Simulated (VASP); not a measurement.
# Cd (Im-3m) in VASP: settings compared

Cd is run at these levels: PBE, HSE06; tasks: single point.

Everything below comes from runs of VASP 6.6.1. Logs are shortened: lines on timing, memory, paths and dates and some standing lists are left out, and cuts for length are marked.

## Step 1: The cell of the first run

The structure is cubic, space group Im-3m (No. 229). The conventional cell has a = 3.509 Å, b = 3.509 Å, c = 3.509 Å, α = 90.00°, β = 90.00°, γ = 90.00°. Cd (site symmetry m-3m) has 14 Cd at 3.04 to 3.51 Å within 4.0 Å.

This isn't the form of Cd at room conditions, which is hcp.

## Step 2: Single point, PBE

Contents of INCAR:

```
ALGO     = Normal         # electronic algorithm
EDIFF    = 1E-6           # SCF threshold, eV
ENCUT    = 520            # plane-wave cutoff, eV
GGA      = PE             # functional
ISIF     = 2              # what is computed and relaxed
ISMEAR   = 0              # smearing method
LASPH    = T              # aspherical terms in the spheres
LCHARG   = F              # write CHGCAR
LREAL    = F              # projectors in reciprocal space
LWAVE    = F              # write WAVECAR
NBANDS   = 12             # bands
NELM     = 100            # most SCF steps
PREC     = Accurate       # precision mode
SIGMA    = 0.05           # smearing width, eV
```

Contents of KPOINTS:

```
k-points
0
Gamma
  8 8 8
```

Contents of POSCAR:

```
Cd
1.0
   -1.7547300608      1.7547300608      1.7547300608
    1.7547300608     -1.7547300608      1.7547300608
    1.7547300608      1.7547300608     -1.7547300608
Cd
1
Direct
    0.0000000000      0.0000000000      0.0000000000
```

Potentials or basis: VASP PAW PBE potentials, release 64 (Cd).

Launch:

```sh
cat potpaw_PBE.64/Cd/POTCAR > POTCAR
mpirun -np 1 vasp_std > vasp.out
```

OUTCAR:

```text
EDIFF = 1E-6
   ENCUT = 520
   GGA = PE
   ISIF = 2
   ISMEAR = 0
   LASPH = T
   LREAL = F
   NELM = 100
   PREC = Accurate

 ion  position               nearest neighbor table
   1  0.000  0.000  0.000-

  LATTYP: Found a body centered cubic cell.
 ALAT       =     3.5094601216

  Lattice vectors:

 A1 = (  -1.7547300608,   1.7547300608,   1.7547300608)
 A2 = (   1.7547300608,  -1.7547300608,   1.7547300608)
 A3 = (   1.7547300608,   1.7547300608,  -1.7547300608)

Analysis of symmetry for initial positions (statically):
=====================================================================
 Subroutine PRICEL returns:
 Original cell was already a primitive cell.

 Routine SETGRP: Setting up the symmetry group for a
 body centered cubic supercell.

 Subroutine GETGRP returns: Found 48 space group operations
 (whereof 48 operations were pure point group operations)
 out of a pool of 48 trial point group operations.

The static configuration has the point symmetry O_h .

Analysis of symmetry for dynamics (positions and initial velocities):
=====================================================================
 Subroutine PRICEL returns:
 Original cell was already a primitive cell.

 Routine SETGRP: Setting up the symmetry group for a
 body centered cubic supercell.

 Subroutine GETGRP returns: Found 48 space group operations
 (whereof 48 operations were pure point group operations)
 out of a pool of 48 trial point group operations.

The dynamic configuration has the point symmetry O_h .

 Subroutine INISYM returns: Found 48 space group operations
 (whereof 48 operations are pure point group operations),
 and found     1 'primitive' translations

----------------------------------------------------------------------------------------

                                     Primitive cell

  volume of cell :      21.6118

  direct lattice vectors                    reciprocal lattice vectors
    -1.754730061  1.754730061  1.754730061     0.000000000  0.284944113  0.284944113
     1.754730061 -1.754730061  1.754730061     0.284944113  0.000000000  0.284944113
     1.754730061  1.754730061 -1.754730061     0.284944113  0.284944113  0.000000000

  length of vectors
     3.039281619  3.039281619  3.039281619     0.402971829  0.402971829  0.402971829

  position of ions in fractional coordinates (direct lattice)
     0.000000000  0.000000000  0.000000000

  ion indices of the primitive-cell ions
   primitive index   ion index
                 1           1

----------------------------------------------------------------------------------------

 KPOINTS: k-points

Automatic generation of k-mesh.
 Grid dimensions read from file:
 generate k-points for:    8    8    8

 Generating k-lattice:

  Cartesian coordinates                     Fractional coordinates (reciprocal lattice)
     0.000000000  0.035618014  0.035618014     0.125000000  0.000000000  0.000000000
     0.035618014  0.000000000  0.035618014     0.000000000  0.125000000  0.000000000
     0.035618014  0.035618014  0.000000000     0.000000000  0.000000000  0.125000000

  Length of vectors
     0.050371479  0.050371479  0.050371479

  Shift w.r.t. Gamma in fractional coordinates (k-lattice)
     0.000000000  0.000000000  0.000000000

 Subroutine IBZKPT returns following result:
 ===========================================

 Found     29 irreducible k-points:

 Following reciprocal coordinates:
            Coordinates               Weight
  0.000000  0.000000  0.000000      1.000000
  0.125000  0.000000  0.000000     12.000000
  0.250000  0.000000  0.000000     12.000000
  0.375000  0.000000  0.000000     12.000000
  0.500000  0.000000  0.000000      6.000000
  0.125000  0.125000  0.000000     24.000000
[... 16 lines left out ...]
 -0.250000  0.250000  0.250000      6.000000
 -0.375000  0.375000  0.250000     24.000000
 [... further k-points ...]
   k-points           NKPTS =     29   k-points in BZ     NKDIM =     29   number of bands    NBANDS=     12
   number of dos      NEDOS =    301   number of ions     NIONS =      1
   total plane-waves  NPLWV =  13824
   dimension x,y,z NGX =    24 NGY =   24 NGZ =   24
   dimension x,y,z NGXF=    48 NGYF=   48 NGZF=   48
   ions per type =               1
   NGX,Y,Z   is equivalent  to a cutoff of  13.13, 13.13, 13.13 a.u.
   NGXF,Y,Z  is equivalent  to a cutoff of  26.26, 26.26, 26.26 a.u.
 SYSTEM =  unknown system
   PREC   = accura    normal or accurate (medium, high low for compatibility)
   ISTART =      0    job   : 0-new  1-cont  2-samecut
   ICHARG =      2    charge: 1-file 2-atom 10-const
   ISPIN  =      1    spin polarized calculation?
   LNONCOLLINEAR =      F non collinear calculations
   LSORBIT =      F    spin-orbit coupling
   LASPH  =      T    aspherical Exc in radial PAW
   ENCUT  =  520.0 eV  38.22 Ry    6.18 a.u.   5.65  5.65  5.65*2*pi/ulx,y,z
   NELM   =    100;   NELMIN=  2; NELMDL= -5     # of ELM steps
   EDIFF  = 0.1E-05   stopping-criterion for ELM
   LREAL  =      F    real-space projection
   EDIFFG = 0.1E-04   stopping-criterion for IOM
   NSW    =      0    number of steps for IOM
   IBRION =     -1    ionic relax: 0-MD 1-quasi-New 2-CG
   NFREE  =      0    steps in history (QN), initial steepest desc. (CG)
   ISIF   =      2    stress and relaxation
   ISYM   =      2    0-nonsym 1-usesym 2-fastsym
   POTIM  = 0.5000    time-step for ionic-motion
   TEBEG  =    0.0;   TEEND  =   0.0 temperature during run
   PSTRESS=    0.0 pullay stress
   NELECT =      12.0000    total number of electrons
   NUPDOWN=      -1.0000    fix difference up-down
   EMIN   =  10.00;   EMAX   =-10.00  energy-range for DOS
   EFERMI =   0.00;   METHOD = LEGACY
   ISMEAR =     0;   SIGMA  =   0.05  broadening in eV -4-tet -1-fermi 0-gaus
   EFERMI_NEDOS =   21; number of points for ismear=-14 and -15
   IALGO  =     38    algorithm
   IMIX   =      4    mixing-type and parameters
     AMIX     =   0.40;   BMIX     =  1.00
     AMIX_MAG =   1.60;   BMIX_MAG =  1.00
  volume/ion in A,a.u.               =      21.61       145.84
  Fermi-wavevector in a.u.,A,eV,Ry     =   1.345566  2.542751 24.633991  1.810547
  Thomas-Fermi vector in A             =   2.473468
   LORBIT       =      0    0 simple, 1 ext, 2 COOP (PROOUT), +10 PAW based schemes
   GGA     = PE    functional components
   LHFCALC =     F    Hartree Fock is set to
   AEXX    =    0.0000 exact exchange contribution
   IVDW    =     0    specifies the selected vdW correction
   LEPSILON=     F    determine dielectric tensor
   LRPA    =     F    only Hartree local field effects (RPA)
 non-spin polarized calculation
 Gauss-broadening in eV      SIGMA  =   0.05
  energy-cutoff  :      520.00
  volume of cell :       21.61
 maximum number of plane-waves:       603
   NGX = 11   NGY = 11   NGZ = 11

 number of electron      11.9999994 magnetization

 Free energy of the ion-electron system (eV)
  ---------------------------------------------------
  ext. energy  EPLUGINS =         0.00000000
  ---------------------------------------------------
  free energy    TOTEN  =        -0.65232000 eV

  energy without entropy =       -0.65136880  energy(sigma->0) =       -0.65184440

 E-fermi :   2.8765     XC(G=0): -11.0447

 val. band max:        2.6556771229   @ k =   0.3750   0.2500  -0.0000
 cond. band min:       2.9052035052   @ k =   0.3750   0.2500  -0.0000
 fundamental gap:      0.2495263823
 Fermi energy:         2.8764824978

 k-point     1 :       0.0000    0.0000    0.0000
  band No.  band energies     occupation
      1      -6.3476      2.00000
      2      -6.3476      2.00000
      3      -6.3476      2.00000
      4      -5.9482      2.00000
      5      -5.6839      2.00000
      6      -5.6839      2.00000
      7      18.5570      0.00000
      8      18.5570      0.00000
      9      18.5570      0.00000
     10      19.5454      0.00000
     11      19.5454      0.00000
     12      19.5454      0.00000

 k-point     2 :       0.1250    0.0000    0.0000
  band No.  band energies     occupation
      1      -6.3982      2.00000
      2      -6.3551      2.00000
      3      -6.1993      2.00000
      4      -5.7465      2.00000
      5      -5.6815      2.00000
      6      -5.4813      2.00000
      7      15.0375      0.00000
      8      17.1637      0.00000
      9      17.5456      0.00000
     10      18.0888      0.00000
     11      18.4728      0.00000
     12      19.4548      0.00000

 k-point     3 :       0.2500    0.0000    0.0000
  band No.  band energies     occupation
      1      -6.5186      2.00000
      2      -6.4899      2.00000
      3      -5.8222      2.00000
      4      -5.7835      2.00000
      5      -5.6733      2.00000
      6      -4.0796      2.00000
      7      10.0017      0.00000
      8      14.9701      0.00000
      9      14.9935      0.00000
     10      17.3889      0.00000
     11      17.8090      0.00000
     12      20.9622      0.00000

 k-point     4 :       0.3750    0.0000    0.0000
  band No.  band energies     occupation
      1      -6.7003      2.00000
      2      -6.6365      2.00000
      3      -5.7449      2.00000
      4      -5.6615      2.00000
      5      -5.4133      2.00000
      6      -1.7826      2.00000
      7       5.4378      0.00000
      8      13.1393      0.00000
      9      13.5730      0.00000
     10      16.9360      0.00000
     11      17.5220      0.00000
     12      23.3724      0.00000

 k-point     5 :       0.5000    0.0000    0.0000
  band No.  band energies     occupation
      1      -6.7960      2.00000
      2      -6.6847      2.00000
      3      -5.7177      2.00000
      4      -5.6555      2.00000
      5      -5.2329      2.00000
      6       0.7996      2.00000
      7       2.0920      2.00000
      8      12.4726      0.00000
      9      13.0834      0.00000
     10      16.7862      0.00000
     11      17.4616      0.00000
     12      24.2468      0.00000
[... 228 lines left out ...]
      1      -6.4261      2.00000
      2      -6.3176      2.00000
      3      -6.3176      2.00000
      4      -5.5357      2.00000
      5      -5.5357      2.00000
      6       3.8163      0.00000
      7       4.1311      0.00000
      8       4.1311      0.00000
      9      15.4860      0.00000
     10      17.0561      0.00000
     11      17.0561      0.00000
     12      19.7175      0.00000

 k-point    22 :       0.2500    0.2500    0.2500
  band No.  band energies     occupation
      1      -6.3058      2.00000
      2      -6.3058      2.00000
      3      -6.3058      2.00000
      4      -5.6457      2.00000
      5      -5.6457      2.00000
      6       4.0766      0.00000
      7       5.2517      0.00000
      8       5.2517      0.00000
      9       5.2517      0.00000
     10      27.6351      0.00000
     11      27.6368      0.00000
     12      27.6406      0.00000

 k-point    23 :      -0.2500    0.2500    0.2500
  band No.  band energies     occupation
      1      -6.2644      2.00000
      2      -6.0640      2.00000
      3      -6.0411      2.00000
      4      -6.0411      2.00000
      5      -5.8510      2.00000
      6      -2.2069      2.00000
      7      10.8588      0.00000
      8      10.8588      0.00000
      9      11.7888      0.00000
     10      12.9232      0.00000
     11      23.0396      0.00000
     12      23.0396      0.00000

 k-point    24 :      -0.3750    0.3750    0.2500
  band No.  band energies     occupation
      1      -6.4908      2.00000
      2      -6.2820      2.00000
      3      -6.0435      2.00000
      4      -5.8378      2.00000
      5      -5.4825      2.00000
      6       0.0265      2.00000
      7       6.9037      0.00000
      8       9.2787      0.00000
      9      11.4553      0.00000
     10      13.8834      0.00000
     11      19.9350      0.00000
     12      22.6580      0.00000

 [... further k-points ...]
[... 5 lines left out ...]
  --------------------------------------------------------------------------------------
  -------------------------------------------------------------------------------------
  Total        0.4655402      0.4655402      0.4655402     -0.0000000     -0.0000000      0.0000000
  in kB       34.5125321     34.5125321     34.5125321     -0.0000000     -0.0000000      0.0000000
  external PRESSURE =      34.5125321 kB  Pullay stress =       0.0000000 kB

 VOLUME and BASIS-vectors are now :
 -----------------------------------------------------------------------------
  energy-cutoff  :      520.00
  volume of cell :       21.61
      direct lattice vectors                 reciprocal lattice vectors
    -1.754730061  1.754730061  1.754730061     0.000000000  0.284944113  0.284944113
     1.754730061 -1.754730061  1.754730061     0.284944113  0.000000000  0.284944113
     1.754730061  1.754730061 -1.754730061     0.284944113  0.284944113  0.000000000

 POSITION                                       TOTAL-FORCE (eV/Angst)
 -----------------------------------------------------------------------------------
      0.00000      0.00000      0.00000         0.000000      0.000000      0.000000
 -----------------------------------------------------------------------------------
    total drift:                               -0.000000     -0.000000     -0.000000

  FREE ENERGIE OF THE ION-ELECTRON SYSTEM (eV)
  ---------------------------------------------------
  free  energy   TOTEN  =        -0.6523200024 eV

  energy  without entropy=       -0.6513688005  energy(sigma->0) =       -0.65184440
```

Wall time 12 s (1 thread of AMD EPYC 7R43 (Zen 3), shared host); peak memory 0.1 GiB.

What came out:

```
Free energy            : -0.6523 eV
Pressure               : 3.5 GPa
Band gap on the k mesh : zero (bands 6 and 7 overlap by 4.34 eV)
```

Caveat: the cell stands under pressure.

## Step 3: Single point, HSE06

This run uses another cell than the first one, of 22.49 Å³/atom.

Contents of POSCAR:

```
Cd
1.0
   -1.7780696473      1.7780696473      1.7780696473
    1.7780696473     -1.7780696473      1.7780696473
    1.7780696473      1.7780696473     -1.7780696473
Cd
1
Direct
    0.0000000000      0.0000000000      0.0000000000
```

Contents of INCAR.step1:

```
SYSTEM = Cd
ALGO = Normal
EDIFF = 1E-5
ENCUT = 520
GGA = PE
ISIF = 2
ISMEAR = 0
LASPH = .TRUE.
LCHARG = .FALSE.
LREAL = .FALSE.
LWAVE = .TRUE.
NBANDS = 12
NELM = 100
PREC = Accurate
SIGMA = 0.05
```

Contents of INCAR.step2:

```
SYSTEM = Cd
ALGO = Normal
EDIFF = 1E-6
ENCUT = 520
GGA = PE
HFSCREEN = 0.2079
ISIF = 2
ISMEAR = 0
ISTART = 1
LASPH = .TRUE.
LCHARG = .FALSE.
LHFCALC = .TRUE.
LREAL = .FALSE.
LWAVE = .FALSE.
NBANDS = 12
NELM = 100
PREC = Accurate
PRECFOCK = Normal
SIGMA = 0.05
```

Contents of KPOINTS:

```
k-points
0
G
  8 8 8
  0 0 0
```

Potentials or basis: VASP PAW PBE potentials, release 64 (Cd).

Launch:

```sh
cat potpaw_PBE.64/Cd/POTCAR > POTCAR
cp INCAR.step1 INCAR
mpirun -np 1 vasp_std > vasp.out
cp INCAR.step2 INCAR
mpirun -np 1 vasp_std > vasp.out
```

It took 66 min on 1 thread of AMD EPYC 7R43 (Zen 3), shared host; peak memory 0.22 GiB.

It converged, with:

```yaml
Free_energy: -0.8115 eV
Pressure: -0.4 GPa
Band_gap_on_the_k_mesh: zero (bands 6 and 7 overlap by 4.80 eV)
```

Levels at points of the mesh, in eV from the Fermi level:
```
           k point  band 4  band 5  band 6  band 7  band 8  band 9
(0.00, 0.00, 0.00)  -10.30  -10.30   -9.74   16.18   16.18   16.18
(0.50, 0.00, 0.00)  -10.27   -9.85   -2.31   -0.93   10.14   10.71
(0.50, 0.50, 0.50)   -9.95   -9.95    3.87    3.87    3.87    6.56
```

Caveat: the PAW data sets were made with another functional, which shifts forces and pressure a little.

The gap in the log of VASP goes by the Fermi energy; the results here count the filled bands.